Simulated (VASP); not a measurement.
BN, 8 atoms in the cell. Symmetry: P4_2/mnm, No. 136, tetragonal system. Conventional cell: a = 4.456 Å, b = 4.456 Å, c = 2.855 Å, α = 90.00°, β = 90.00°, γ = 90.00°. B (site symmetry m2m) has 4 N at 1.61 to 1.67 Å within 2.1 Å. N (site symmetry m2m) has 4 B at 1.61 to 1.67 Å within 2.1 Å. 

* Program: VASP 6.6.1
* Task: single point
* Functional: PBE
* Potentials or basis: VASP PAW PBE potentials, release 64 (B, N)
* Cutoff: 520 eV
* k mesh: 6 × 6 × 10
* Occupations: gaussian, width 0.05 eV
* Spin: no spin polarisation
* Dipole correction: no
* Further INCAR settings: ALGO = Normal; EDIFF = 1e-06; NBANDS = 26

Potentials or basis: VASP PAW PBE potentials, release 64 (B, N).

Command:

```bash
$ cat potpaw_PBE.64/B/POTCAR potpaw_PBE.64/N/POTCAR > POTCAR
$ mpirun -np 1 vasp_std > vasp.out
```

Hardware: 1 thread of Intel Xeon 8259CL, on a shared host.

How long does it take, and how much memory?

Run time: 93 s on 1 thread of Intel Xeon 8259CL, with other jobs on the host, peak memory 0.21 GiB. Counts: scf iterations 14, k points 60.
